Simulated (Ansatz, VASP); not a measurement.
## Be: VASP beside Ansatz

```
CELL_PARAMETERS angstrom
2.17047 0.00000 0.00000
-0.72349 2.04634 0.00000
-0.72349 -1.02317 1.77218
ATOMIC_POSITIONS crystal
Be 0.00000 0.00000 0.00000
```

Alike in both runs: task relaxation of cell and atoms; functional BLYP; dispersion D3(BJ); k mesh 15 × 15 × 15; occupations fermi-dirac, width 0.1 eV; no spin polarisation.

|  | VASP | Ansatz |
| --- | --- | --- |
| version | VASP 6.6.1 | Ansatz 0.2.0 |
| potentials or method | VASP PAW PBE potentials, release 64 (Be), cutoff 600 eV | plane waves, PAW |
| valence electrons in the cell | 2 | 2 |

```csv
,VASP,Ansatz,Ansatz less VASP
relaxed volume (Å³/atom),6.84,6.83,-0.014
relaxed cell length with the largest relative difference (Å),2.071,2.070,-0.0015
```

VASP's potentials were made for PBE, not for BLYP.
